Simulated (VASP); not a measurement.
# CdS: relaxation of cell and atoms with PBE

The system is CdS.

```
Cd S
1.0
     0.00000    2.97989    2.97989
     2.97989    0.00000    2.97989
     2.97989    2.97989    0.00000
Cd S
1 1
Direct
  0.00000 0.00000 0.00000
  0.25000 0.25000 0.25000
```

```json
{
 "Program": "VASP 6.6.1",
 "Task": "relaxation of cell and atoms",
 "Functional": "PBE",
 "Potentials or basis": "VASP PAW PBE potentials, release 64 (Cd, S)",
 "Cutoff": "500 eV",
 "k mesh": "8 × 8 × 8",
 "Occupations": "gaussian, width 0.02 eV",
 "Spin": "no spin polarisation",
 "Dipole correction": "no",
 "Further INCAR settings": "ALGO = Normal; EDIFF = 1e-07; IBRION = 2; EDIFFG = -0.01; NSW = 80; ISIF = 3"
}
```

| Property | Result |
| --- | --- |
| Relaxed volume | 26.16 Å³/atom |
| Relaxed cell | a = 4.198 Å, b = 4.198 Å, c = 4.198 Å, α = 60.00°, β = 60.00°, γ = 60.00° |
| Space group after relaxing (to 0.05 Å) | F-43m (No. 216) |
| Energy gained by relaxing | 0.6 meV/atom |
| Ionic steps | 3 |
| Pressure after relaxing | 0.0 GPa |
| Band gap on the k mesh | 1.03 eV, direct |

Step by step:
| step | energy change (eV) | largest force (eV/Å) | pressure (GPa) | volume (Å³) |
| --- | --- | --- | --- | --- |
| 1 | 0.0000 | 0.0000 | -0.59 | 52.92 |
| 2 | -0.0011 | 0.0000 | 0.16 | 52.17 |
| 3 | -0.0011 | 0.0000 | -0.01 | 52.32 |

Final structure:
```cif
data_structure
_symmetry_space_group_name_H-M 'P 1'
_symmetry_Int_Tables_number 1
_cell_length_a 4.1982
_cell_length_b 4.1982
_cell_length_c 4.1982
_cell_angle_alpha 60.000
_cell_angle_beta 60.000
_cell_angle_gamma 60.000
_cell_volume 52.32
loop_
_atom_site_label
_atom_site_type_symbol
_atom_site_fract_x
_atom_site_fract_y
_atom_site_fract_z
_atom_site_occupancy
Cd1 Cd 0.00000 0.00000 0.00000 1
S1 S 0.25000 0.25000 0.25000 1
```

Levels at points of the mesh, in eV from the valence-band top:
| k point | band 7 | band 8 | band 9 | band 10 | band 11 | band 12 |
| --- | --- | --- | --- | --- | --- | --- |
| (0.00, 0.00, 0.00) | 0.00 | 0.00 | 0.00 | 1.03 | 6.55 | 6.55 |
| (0.50, 0.00, 0.00) | -4.09 | -0.68 | -0.68 | 2.93 | 7.00 | 7.00 |
| (0.50, 0.50, 0.00) | -3.72 | -1.70 | -1.70 | 3.64 | 4.27 | 9.02 |

Run time: 68 s on 1 thread of Intel Xeon 8259CL, on a shared host, peak memory 0.19 GiB.

PBE gaps usually lie below the measured ones, often by a third to a half.
